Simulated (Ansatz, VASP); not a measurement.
**SnSe: VASP beside Ansatz**

```
Sn Se
1.0
     0.00000    3.01000    3.04010
     3.01000    0.00000    3.04010
     3.01000    3.01000    0.00000
Sn Se
1 1
Direct
  0.00000 0.00000 0.00000
  0.50000 0.50000 0.50000
```

Change from the starting cell: zz strain of +1 %, crystal datasets.

Alike in both runs: task electric field gradients; functional LDA; k mesh 9 × 9 × 9; occupations fermi-dirac, width 0.02 eV; no spin polarisation.

```csv
,VASP,Ansatz
version,VASP 6.6.1,Ansatz 0.2.0
potentials or method,"VASP PAW LDA potentials, release 64 (Sn_d, Se), cutoff 520 eV","all-electron PAW with datasets made for the crystal, scalar-relativistic"
```

VASP gave:

- pressure (GPa): -3.6
- traceless stress, the component that is largest in VASP (GPa): -0.69
- size of Vzz on the site where it differs most (V/Å²): 14.1

Task: Estimate Ansatz's values.

Result: Pressure (GPa): -3.7; traceless stress, the component that is largest in VASP (GPa): -0.68; size of Vzz on the site where it differs most (V/Å²): 14.6.

LDA's correlation is that of Perdew and Zunger in VASP and of Perdew and Wang (1992) in Ansatz. Ansatz ran all-electron here, and VASP with PAW potentials.
